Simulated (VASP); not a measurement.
# Cs2In (R-3m) in VASP: notebook

Runs on Cs2In. Level: PBE. Tasks: single point, relaxation of cell and atoms.

Program: VASP 6.6.1. These are calculated values, not measurements. Logs are shortened: lines on timing, memory, paths and dates and some standing lists are left out, and cuts for length are marked.

## (1) The cell of the first run

It takes space group R-3m (No. 166, trigonal). The conventional cell has a = 5.590 Å, b = 5.590 Å, c = 25.584 Å, α = 90.00°, β = 90.00°, γ = 120.00°. Within 5.2 Å of Cs (site symmetry 3m) lie 3 In at 3.93 Å and 3 Cs at 5.17 Å. Within 5.2 Å of In (site symmetry -3m) lie 6 Cs at 3.93 Å.

## (2) Single point, PBE

File INCAR:

```
SYSTEM = Cs2In
PREC = Accurate
ENCUT = 520
EDIFF = 1E-6
ISMEAR = 0
SIGMA = 0.1
LREAL = .FALSE.
LASPH = .TRUE.
NELM = 80
ALGO = Fast
ISIF = 2
LWAVE = .FALSE.
LCHARG = .FALSE.
GGA = PE
NBANDS = 22
```

File KPOINTS:

```
Automatic mesh
0
G
  6 6 6
  0 0 0
```

File POSCAR:

```
Cs2In
1.0
    2.7951957877      1.6138070405      8.5280872467
   -2.7951957877      1.6138070405      8.5280872467
    0.0000000000     -3.2276140810      8.5280872467
Cs In
2 1
Direct
    0.7543074225      0.7543074225      0.7543074225
    0.2456925775      0.2456925775      0.2456925775
    0.0000000000      0.0000000000      0.0000000000
```

Potentials or basis: VASP PAW PBE potentials, release 64 (Cs_sv, In_d).

Run with:

```console
$ cat potpaw_PBE.64/Cs_sv/POTCAR potpaw_PBE.64/In_d/POTCAR > POTCAR
$ mpirun -np 1 vasp_std > vasp.out
```

OUTCAR:

```text
SYSTEM = Cs2In
   PREC = Accurate
   ENCUT = 520
   EDIFF = 1E-6
   ISMEAR = 0
   LREAL = .FALSE.
   LASPH = .TRUE.
   NELM = 80
   ISIF = 2
   GGA = PE

 ion  position               nearest neighbor table
   1  0.754  0.754  0.754-
   2  0.246  0.246  0.246-
   3  0.000  0.000  0.000-

  LATTYP: Found a trigonal (rhomboedric) cell.
 ALAT       =     9.1184299494
 COS(alpha) =     0.8120621173

  Lattice vectors:

 A1 = (   2.7951957877,   1.6138070405,   8.5280872467)
 A2 = (  -2.7951957877,   1.6138070405,   8.5280872467)
 A3 = (   0.0000000000,  -3.2276140810,   8.5280872467)

Analysis of symmetry for initial positions (statically):
=====================================================================
 Subroutine PRICEL returns:
 Original cell was already a primitive cell.

 Routine SETGRP: Setting up the symmetry group for a
 trigonal (rhombohedral) supercell.

 Subroutine GETGRP returns: Found 12 space group operations
 (whereof 12 operations were pure point group operations)
 out of a pool of 12 trial point group operations.

The static configuration has the point symmetry D_3d.

Analysis of symmetry for dynamics (positions and initial velocities):
=====================================================================
 Subroutine PRICEL returns:
 Original cell was already a primitive cell.

 Routine SETGRP: Setting up the symmetry group for a
 trigonal (rhombohedral) supercell.

 Subroutine GETGRP returns: Found 12 space group operations
 (whereof 12 operations were pure point group operations)
 out of a pool of 12 trial point group operations.

The dynamic configuration has the point symmetry D_3d.

 Subroutine INISYM returns: Found 12 space group operations
 (whereof 12 operations are pure point group operations),
 and found     1 'primitive' translations

----------------------------------------------------------------------------------------

                                     Primitive cell

  volume of cell :     230.8164

  direct lattice vectors                    reciprocal lattice vectors
     2.795195788  1.613807041  8.528087247     0.178878346  0.103275461  0.039086529
    -2.795195788  1.613807041  8.528087247    -0.178878346  0.103275461  0.039086529
     0.000000000 -3.227614081  8.528087247     0.000000000 -0.206550923  0.039086529

  length of vectors
     9.118429949  9.118429949  9.118429949     0.210216651  0.210216651  0.210216651

  position of ions in fractional coordinates (direct lattice)
     0.754307422  0.754307422  0.754307422
     0.245692578  0.245692578  0.245692578
     0.000000000  0.000000000  0.000000000

  ion indices of the primitive-cell ions
   primitive index   ion index
                 1           1
                 2           2
                 3           3

----------------------------------------------------------------------------------------

 KPOINTS: Automatic mesh

Automatic generation of k-mesh.
 Grid dimensions read from file:
 generate k-points for:    6    6    6

 Generating k-lattice:

  Cartesian coordinates                     Fractional coordinates (reciprocal lattice)
     0.029813058  0.017212577  0.006514422     0.166666667 -0.000000000  0.000000000
    -0.029813058  0.017212577  0.006514422    -0.000000000  0.166666667  0.000000000
     0.000000000 -0.034425154  0.006514422     0.000000000  0.000000000  0.166666667

  Length of vectors
     0.035036109  0.035036109  0.035036109

  Shift w.r.t. Gamma in fractional coordinates (k-lattice)
     0.000000000  0.000000000  0.000000000

 Subroutine IBZKPT returns following result:
 ===========================================

 Found     32 irreducible k-points:

 Following reciprocal coordinates:
            Coordinates               Weight
  0.000000  0.000000  0.000000      1.000000
  0.166667 -0.000000 -0.000000      6.000000
  0.333333  0.000000 -0.000000      6.000000
  0.500000  0.000000 -0.000000      3.000000
  0.166667  0.166667 -0.000000      6.000000
  0.333333  0.166667 -0.000000     12.000000
[... 16 lines left out ...]
  0.500000  0.500000  0.166667      6.000000
 -0.333333  0.500000  0.166667     12.000000
 [... further k-points ...]
   k-points           NKPTS =     32   k-points in BZ     NKDIM =     32   number of bands    NBANDS=     22
   number of dos      NEDOS =    301   number of ions     NIONS =      3
   total plane-waves  NPLWV = 343000
   dimension x,y,z NGX =    70 NGY =   70 NGZ =   70
   dimension x,y,z NGXF=   140 NGYF=  140 NGZF=  140
   ions per type =               2   1
   NGX,Y,Z   is equivalent  to a cutoff of  12.76, 12.76, 12.76 a.u.
   NGXF,Y,Z  is equivalent  to a cutoff of  25.52, 25.52, 25.52 a.u.
 SYSTEM =  Cs2In
   PREC   = accura    normal or accurate (medium, high low for compatibility)
   ISTART =      0    job   : 0-new  1-cont  2-samecut
   ICHARG =      2    charge: 1-file 2-atom 10-const
   ISPIN  =      1    spin polarized calculation?
   LNONCOLLINEAR =      F non collinear calculations
   LSORBIT =      F    spin-orbit coupling
   LASPH  =      T    aspherical Exc in radial PAW
   ENCUT  =  520.0 eV  38.22 Ry    6.18 a.u.  16.95 16.95 16.95*2*pi/ulx,y,z
   NELM   =     80;   NELMIN=  2; NELMDL= -5     # of ELM steps
   EDIFF  = 0.1E-05   stopping-criterion for ELM
   LREAL  =      F    real-space projection
   EDIFFG = 0.1E-04   stopping-criterion for IOM
   NSW    =      0    number of steps for IOM
   IBRION =     -1    ionic relax: 0-MD 1-quasi-New 2-CG
   NFREE  =      0    steps in history (QN), initial steepest desc. (CG)
   ISIF   =      2    stress and relaxation
   ISYM   =      2    0-nonsym 1-usesym 2-fastsym
   POTIM  = 0.5000    time-step for ionic-motion
   TEBEG  =    0.0;   TEEND  =   0.0 temperature during run
   PSTRESS=    0.0 pullay stress
   NELECT =      31.0000    total number of electrons
   NUPDOWN=      -1.0000    fix difference up-down
   EMIN   =  10.00;   EMAX   =-10.00  energy-range for DOS
   EFERMI =   0.00;   METHOD = LEGACY
   ISMEAR =     0;   SIGMA  =   0.10  broadening in eV -4-tet -1-fermi 0-gaus
   EFERMI_NEDOS =   21; number of points for ismear=-14 and -15
   IALGO  =     68    algorithm
   IMIX   =      4    mixing-type and parameters
     AMIX     =   0.40;   BMIX     =  1.00
     AMIX_MAG =   1.60;   BMIX_MAG =  1.00
  volume/ion in A,a.u.               =      76.94       519.21
  Fermi-wavevector in a.u.,A,eV,Ry     =   0.838378  1.584305  9.563229  0.702878
  Thomas-Fermi vector in A             =   1.952423
   LORBIT       =      0    0 simple, 1 ext, 2 COOP (PROOUT), +10 PAW based schemes
   GGA     = PE    functional components
   LHFCALC =     F    Hartree Fock is set to
   AEXX    =    0.0000 exact exchange contribution
   IVDW    =     0    specifies the selected vdW correction
   LEPSILON=     F    determine dielectric tensor
   LRPA    =     F    only Hartree local field effects (RPA)
 non-spin polarized calculation
 RMM-DIIS sequential band-by-band and
 Gauss-broadening in eV      SIGMA  =   0.10
  energy-cutoff  :      520.00
  volume of cell :      230.82
 maximum number of plane-waves:      6237
 NGX is ok and might be reduce to    70
   NGX = 33   NGY = 33   NGZ = 33

 number of electron      30.9999997 magnetization

 Free energy of the ion-electron system (eV)
  ---------------------------------------------------
  ext. energy  EPLUGINS =         0.00000000
  ---------------------------------------------------
  free energy    TOTEN  =        -3.76403938 eV

  energy without entropy =       -3.74645605  energy(sigma->0) =       -3.75524771

 E-fermi :   1.1049     XC(G=0):  -6.2325

 val. band max:        1.0769877983   @ k =  -0.3333   0.3333   0.1667
 cond. band min:       1.1187754490   @ k =  -0.3333   0.5000   0.1667
 fundamental gap:      0.0417876507
 Fermi energy:         1.1049165730

 k-point     1 :       0.0000    0.0000    0.0000
  band No.  band energies     occupation
      1     -22.0937      2.00000
      2     -22.0839      2.00000
      3     -13.7117      2.00000
      4     -13.7117      2.00000
      5     -13.6944      2.00000
      6     -13.6944      2.00000
[... 14 lines left out ...]
     21       3.9860      0.00000
     22       4.6299      0.00000

 k-point     2 :       0.1667   -0.0000   -0.0000
  band No.  band energies     occupation
      1     -22.0923      2.00000
      2     -22.0837      2.00000
      3     -13.7115      2.00000
      4     -13.7113      2.00000
      5     -13.6946      2.00000
      6     -13.6944      2.00000
[... 14 lines left out ...]
     21       3.8211      0.00000
     22       4.1587      0.00000

 k-point     3 :       0.3333    0.0000   -0.0000
  band No.  band energies     occupation
      1     -22.0889      2.00000
      2     -22.0839      2.00000
      3     -13.7109      2.00000
      4     -13.7104      2.00000
      5     -13.6948      2.00000
      6     -13.6943      2.00000
[... 14 lines left out ...]
     21       4.0306      0.00000
     22       4.0654      0.00000

 k-point     4 :       0.5000    0.0000   -0.0000
  band No.  band energies     occupation
      1     -22.0864      2.00000
      2     -22.0849      2.00000
      3     -13.7106      2.00000
      4     -13.7100      2.00000
      5     -13.6949      2.00000
      6     -13.6943      2.00000
[... 14 lines left out ...]
     21       3.9117      0.00000
     22       4.1551      0.00000

 k-point     5 :       0.1667    0.1667   -0.0000
  band No.  band energies     occupation
      1     -22.0921      2.00000
      2     -22.0839      2.00000
      3     -13.7115      2.00000
      4     -13.7113      2.00000
      5     -13.6946      2.00000
      6     -13.6944      2.00000
[... 14 lines left out ...]
     21       3.8821      0.00000
     22       4.3594      0.00000

 k-point     6 :       0.3333    0.1667   -0.0000
  band No.  band energies     occupation
      1     -22.0897      2.00000
      2     -22.0839      2.00000
      3     -13.7110      2.00000
      4     -13.7107      2.00000
      5     -13.6947      2.00000
      6     -13.6944      2.00000
[... 14 lines left out ...]
     21       3.6999      0.00000
     22       4.3794      0.00000

 k-point     7 :       0.5000    0.1667   -0.0000
  band No.  band energies     occupation
      1     -22.0867      2.00000
      2     -22.0846      2.00000
      3     -13.7105      2.00000
      4     -13.7101      2.00000
      5     -13.6948      2.00000
      6     -13.6944      2.00000
[... 324 lines left out ...]
      6     -13.6944      2.00000
[... 14 lines left out ...]
     21       3.7770      0.00000
     22       4.2138      0.00000

 k-point    21 :      -0.3333    0.3333    0.1667
  band No.  band energies     occupation
      1     -22.0864      2.00000
      2     -22.0849      2.00000
      3     -13.7105      2.00000
      4     -13.7101      2.00000
      5     -13.6948      2.00000
      6     -13.6944      2.00000
[... 14 lines left out ...]
     21       3.7574      0.00000
     22       4.4965      0.00000

 k-point    22 :      -0.1667    0.3333    0.1667
  band No.  band energies     occupation
      1     -22.0872      2.00000
      2     -22.0841      2.00000
      3     -13.7105      2.00000
      4     -13.7101      2.00000
      5     -13.6948      2.00000
      6     -13.6944      2.00000
[... 14 lines left out ...]
     21       3.4711      0.00000
     22       4.7781      0.00000

 k-point    23 :       0.5000    0.5000    0.1667
  band No.  band energies     occupation
      1     -22.0881      2.00000
      2     -22.0847      2.00000
      3     -13.7109      2.00000
      4     -13.7104      2.00000
      5     -13.6948      2.00000
      6     -13.6943      2.00000
[... 14 lines left out ...]
     21       3.9973      0.00000
     22       4.1689      0.00000

 k-point    24 :      -0.3333    0.5000    0.1667
  band No.  band energies     occupation
      1     -22.0866      2.00000
      2     -22.0847      2.00000
      3     -13.7105      2.00000
      4     -13.7101      2.00000
      5     -13.6948      2.00000
      6     -13.6944      2.00000
[... 14 lines left out ...]
     21       4.0333      0.00000
     22       4.1742      0.00000

 [... further k-points ...]

------------------------ aborting loop because EDIFF is reached ----------------------------------------

  FORCE on cell =-STRESS in cart. coord.  units (eV):
  Direction    XX          YY          ZZ          XY          YZ          ZX
  --------------------------------------------------------------------------------------
  -------------------------------------------------------------------------------------
  Total        0.0595599      0.0595599      0.1561891      0.0000000     -0.0000000      0.0000000
  in kB        0.4134261      0.4134261      1.0841631      0.0000000     -0.0000000      0.0000000
  external PRESSURE =       0.6370051 kB  Pullay stress =       0.0000000 kB

 VOLUME and BASIS-vectors are now :
 -----------------------------------------------------------------------------
  energy-cutoff  :      520.00
  volume of cell :      230.82
      direct lattice vectors                 reciprocal lattice vectors
     2.795195788  1.613807041  8.528087247     0.178878346  0.103275461  0.039086529
    -2.795195788  1.613807041  8.528087247    -0.178878346  0.103275461  0.039086529
     0.000000000 -3.227614081  8.528087247     0.000000000 -0.206550923  0.039086529

 POSITION                                       TOTAL-FORCE (eV/Angst)
 -----------------------------------------------------------------------------------
      0.00000      0.00000     19.29840         0.000000      0.000000      0.012352
      0.00000      0.00000      6.28586         0.000000     -0.000000     -0.012352
      0.00000      0.00000      0.00000         0.000000     -0.000000      0.000000
 -----------------------------------------------------------------------------------
    total drift:                               -0.000000     -0.000000      0.000000

  FREE ENERGIE OF THE ION-ELECTRON SYSTEM (eV)
  ---------------------------------------------------
  free  energy   TOTEN  =        -3.7640393750 eV

  energy  without entropy=       -3.7464560470  energy(sigma->0) =       -3.75524771
```

It took 15 min on 1 thread of Intel Xeon 8259CL, shared host; peak memory 0.71 GiB.

What came out:

| Property | Result |
| --- | --- |
| Free energy | -3.7640 eV |
| Pressure | 0.1 GPa |
| Largest force | 0.012 eV/Å |
| Band gap on the k mesh | zero (an odd number of electrons rules out a gap without spin polarisation) |

Forces on the atoms (eV/Å):
```
Cs   0.000  0.000  0.012
Cs   0.000  0.000 -0.012
In   0.000  0.000  0.000
```

Levels at points of the mesh, in eV from the Fermi level:
```csv
k point,band 12,band 13,band 14,band 15,band 16,band 17,band 18,band 19
"(0.00, 0.00, 0.00)",-9.97,-9.97,-5.05,-0.66,-0.14,0.78,0.78,2.62
"(0.50, 0.00, 0.00)",-10.01,-10.00,-4.76,-0.59,0.14,0.68,1.00,1.11
"(0.50, 0.50, 0.00)",-9.98,-9.98,-4.76,-0.77,0.14,0.64,0.91,1.35
"(0.50, 0.50, 0.50)",-9.97,-9.97,-5.00,-1.22,0.85,0.85,1.43,1.48
```

Caveat: spin-orbit coupling is left out, which moves the levels of the heavy elements.

(Continued in part 2 of 2.)
